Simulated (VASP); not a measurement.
# SiNi (Pmmn) in VASP: single point with PBEsol

Aim: the single point of SiNi with PBEsol.

All numbers are computed with VASP 6.6.1; they aren't measurements. Logs are shortened: lines on timing, memory, paths and dates and some standing lists are left out, and cuts for length are marked.

## 1. The cell of the first run

The structure is orthorhombic, space group Pmmn (No. 59). Conventional cell: a = 2.994 Å, b = 3.235 Å, c = 4.673 Å, α = 90.00°, β = 90.00°, γ = 90.00°. Within 3.1 Å of Si (site symmetry mm2) lie 6 Ni at 2.33 to 2.37 Å and 6 Si at 2.65 to 2.99 Å. Within 3.1 Å of Ni (site symmetry mm2) lie 6 Si at 2.33 to 2.37 Å and 6 Ni at 2.65 to 2.99 Å.

## 2. Single point, PBEsol

Input file INCAR:

```
ALGO = Normal
EDIFF = 1E-7
ENCUT = 520
GGA = PS
ISIF = 2
ISMEAR = 0
LASPH = T
LCHARG = T
LELF = T
LREAL = F
LVHAR = T
LWAVE = F
NBANDS = 22
NELM = 60
PREC = Accurate
SIGMA = 0.1
```

Input file KPOINTS:

```
k-points
0
Gamma
  14 12 10
```

Input file POSCAR:

```
SiNi
1.0
    2.9935408048      0.0000000000      0.0000000000
    0.0000000000      3.2354449778      0.0000000000
    0.0000000000      0.0000000000      4.6728236890
Si Ni
2 2
Direct
    0.5000000000      0.5000000000      0.8426115036
    0.0000000000      0.0000000000      0.1573884964
    0.5000000000      0.5000000000      0.3432343583
    0.0000000000      0.0000000000      0.6567656417
```

Potentials or basis: VASP PAW PBE potentials, release 64 (Si, Ni).

Command:

```
$ cat potpaw_PBE.64/Si/POTCAR potpaw_PBE.64/Ni/POTCAR > POTCAR
$ mpirun -np 1 vasp_std > vasp.out
```

OUTCAR:

```text
EDIFF = 1E-7
   ENCUT = 520
   GGA = PS
   ISIF = 2
   ISMEAR = 0
   LASPH = T
   LREAL = F
   NELM = 60
   PREC = Accurate

 ion  position               nearest neighbor table
   1  0.500  0.500  0.843-   3 2.33   3 2.34   4 2.37   4 2.37   4 2.37   4 2.37   2 2.65   2 2.65
                             2 2.65   2 2.65
   2  0.000  0.000  0.157-   4 2.33   4 2.34   3 2.37   3 2.37   3 2.37   3 2.37   1 2.65   1 2.65
                             1 2.65   1 2.65
   3  0.500  0.500  0.343-   1 2.33   1 2.34   2 2.37   2 2.37   2 2.37   2 2.37   4 2.65   4 2.65
                             4 2.65   4 2.65
   4  0.000  0.000  0.657-   2 2.33   2 2.34   1 2.37   1 2.37   1 2.37   1 2.37   3 2.65   3 2.65
                             3 2.65   3 2.65

  LATTYP: Found a simple orthorhombic cell.
 ALAT       =     2.9935408048
 B/A-ratio  =     1.0808087107
 C/A-ratio  =     1.5609687636

  Lattice vectors:

 A1 = (   2.9935408048,   0.0000000000,   0.0000000000)
 A2 = (   0.0000000000,   3.2354449778,   0.0000000000)
 A3 = (   0.0000000000,   0.0000000000,   4.6728236890)

Analysis of symmetry for initial positions (statically):
=====================================================================
 Subroutine PRICEL returns:
 Original cell was already a primitive cell.

 Routine SETGRP: Setting up the symmetry group for a
 simple orthorhombic supercell.

 Subroutine GETGRP returns: Found  8 space group operations
 (whereof  4 operations were pure point group operations)
 out of a pool of  8 trial point group operations.

The static configuration has the point symmetry C_2v.
 The point group associated with its full space group is D_2h.

Analysis of symmetry for dynamics (positions and initial velocities):
=====================================================================
 Subroutine PRICEL returns:
 Original cell was already a primitive cell.

 Routine SETGRP: Setting up the symmetry group for a
 simple orthorhombic supercell.

 Subroutine GETGRP returns: Found  8 space group operations
 (whereof  4 operations were pure point group operations)
 out of a pool of  8 trial point group operations.

The dynamic configuration has the point symmetry C_2v.
 The point group associated with its full space group is D_2h.

 Subroutine INISYM returns: Found  8 space group operations
 (whereof  4 operations are pure point group operations),
 and found     1 'primitive' translations

[... 90 lines left out ...]
   ISTART =      0    job   : 0-new  1-cont  2-samecut
   ICHARG =      2    charge: 1-file 2-atom 10-const
   ISPIN  =      1    spin polarized calculation?
   LNONCOLLINEAR =      F non collinear calculations
   LSORBIT =      F    spin-orbit coupling
   LASPH  =      T    aspherical Exc in radial PAW
   ENCUT  =  520.0 eV  38.22 Ry    6.18 a.u.   5.57  6.02  8.69*2*pi/ulx,y,z
   NELM   =     60;   NELMIN=  2; NELMDL= -5     # of ELM steps
   EDIFF  = 0.1E-06   stopping-criterion for ELM
   LREAL  =      F    real-space projection
   EDIFFG = 0.1E-05   stopping-criterion for IOM
   NSW    =      0    number of steps for IOM
   IBRION =     -1    ionic relax: 0-MD 1-quasi-New 2-CG
   NFREE  =      0    steps in history (QN), initial steepest desc. (CG)
   ISIF   =      2    stress and relaxation
   ISYM   =      2    0-nonsym 1-usesym 2-fastsym
   POTIM  = 0.5000    time-step for ionic-motion
   TEBEG  =    0.0;   TEEND  =   0.0 temperature during run
   PSTRESS=    0.0 pullay stress
   NELECT =      28.0000    total number of electrons
   NUPDOWN=      -1.0000    fix difference up-down
   EMIN   =  10.00;   EMAX   =-10.00  energy-range for DOS
   EFERMI =   0.00;   METHOD = LEGACY
   ISMEAR =     0;   SIGMA  =   0.10  broadening in eV -4-tet -1-fermi 0-gaus
   EFERMI_NEDOS =   21; number of points for ismear=-14 and -15
   IALGO  =     38    algorithm
   IMIX   =      4    mixing-type and parameters
     AMIX     =   0.40;   BMIX     =  1.00
     AMIX_MAG =   1.60;   BMIX_MAG =  1.00
  volume/ion in A,a.u.               =      11.31        76.35
  Fermi-wavevector in a.u.,A,eV,Ry     =   1.394959  2.636089 26.475705  1.945909
  Thomas-Fermi vector in A             =   2.518457
   LORBIT       =      0    0 simple, 1 ext, 2 COOP (PROOUT), +10 PAW based schemes
   GGA     = PS    functional components
   LHFCALC =     F    Hartree Fock is set to
   AEXX    =    0.0000 exact exchange contribution
   IVDW    =     0    specifies the selected vdW correction
   LEPSILON=     F    determine dielectric tensor
   LRPA    =     F    only Hartree local field effects (RPA)
 non-spin polarized calculation
 Gauss-broadening in eV      SIGMA  =   0.10
  energy-cutoff  :      520.00
  volume of cell :       45.26
 maximum number of plane-waves:      1240
 NGX is ok and might be reduce to    24
   NGX = 11   NGY = 13   NGZ = 17

 number of electron      27.9999990 magnetization

 Free energy of the ion-electron system (eV)
  ---------------------------------------------------
  ext. energy  EPLUGINS =         0.00000000
  ---------------------------------------------------
  free energy    TOTEN  =       -25.96179139 eV

  energy without entropy =      -25.95620959  energy(sigma->0) =      -25.95900049

 E-fermi :  11.5820     XC(G=0): -12.7070

 val. band max:       11.5616720213   @ k =   0.5000   0.3333   0.4000
 cond. band min:      11.5858741396   @ k =   0.0714   0.1667   0.3000
 fundamental gap:      0.0242021183
 Fermi energy:        11.5820140669

 k-point     1 :       0.0000    0.0000    0.0000
  band No.  band energies     occupation
      1      -2.5066      2.00000
      2       3.3286      2.00000
      3       4.9275      2.00000
      4       7.2805      2.00000
      5       7.9209      2.00000
      6       8.4871      2.00000
[... 589 lines left out ...]
     21      20.2805      0.00000
     22      20.2805      0.00000

 [... further k-points ...]
[... 5 lines left out ...]
  --------------------------------------------------------------------------------------
  -------------------------------------------------------------------------------------
  Total        0.0491299      0.0635351      0.1235240      0.0000000      0.0000000      0.0000000
  in kB        1.7392346      2.2491894      4.3728357      0.0000000      0.0000000      0.0000000
  external PRESSURE =       2.7870866 kB  Pullay stress =       0.0000000 kB

 VOLUME and BASIS-vectors are now :
 -----------------------------------------------------------------------------
  energy-cutoff  :      520.00
  volume of cell :       45.26
      direct lattice vectors                 reciprocal lattice vectors
     2.993540805  0.000000000  0.000000000     0.334052570  0.000000000  0.000000000
     0.000000000  3.235444978  0.000000000     0.000000000  0.309076497  0.000000000
     0.000000000  0.000000000  4.672823689     0.000000000  0.000000000  0.214003366

 POSITION                                       TOTAL-FORCE (eV/Angst)
 -----------------------------------------------------------------------------------
      1.49677      1.61772      3.93737         0.000000      0.000000     -0.000351
      0.00000      0.00000      0.73545         0.000000      0.000000      0.000351
      1.49677      1.61772      1.60387         0.000000      0.000000      0.013803
      0.00000      0.00000      3.06895         0.000000      0.000000     -0.013803
 -----------------------------------------------------------------------------------
    total drift:                                0.000000     -0.000000      0.000000

  FREE ENERGIE OF THE ION-ELECTRON SYSTEM (eV)
  ---------------------------------------------------
  free  energy   TOTEN  =       -25.9617913862 eV

  energy  without entropy=      -25.9562095858  energy(sigma->0) =      -25.95900049
```

stdout:

```text
POSCAR found type information on POSCAR SiNi
 POSCAR found :  2 types and       4 ions
 scaLAPACK will be used
 -----------------------------------------------------------------------------
|                                                                             |
|                                                                             |
|     You enforced a specific xc type in the INCAR file but a different       |
|     I HOPE YOU KNOW WHAT YOU ARE DOING!                                     |
|                                                                             |
 -----------------------------------------------------------------------------

 LDA part: xc-table for (Slater+PW92), standard interpolation
 POSCAR, INCAR and KPOINTS ok, starting setup
 FFT: planning ... GRIDC
 FFT: planning ... GRID_SOFT
 FFT: planning ... GRID
 WAVECAR not read
 entering main loop
```

Run time: 4.7 min. Hardware: 1 thread of AMD EPYC 7R13 (Zen 3), shared host; peak memory 0.36 GiB.

What came out:

```yaml
Free_energy: -25.9618 eV
Pressure: 0.3 GPa
Largest_force: 0.014 eV/Å
Band_gap_on_the_k_mesh: zero (band 14 reaches 13.56 eV, above the bottom of band 15 at 11.15 eV)
```

Forces on the atoms (eV/Å):
```
Si   0.000  0.000  0.000
Si   0.000  0.000  0.000
Ni   0.000  0.000  0.014
Ni   0.000  0.000 -0.014
```

Caveat: the PAW data sets were made with another functional, which shifts forces and pressure a little. Spin polarisation is off, so any magnetic state and its effect on volume and gap are missing.
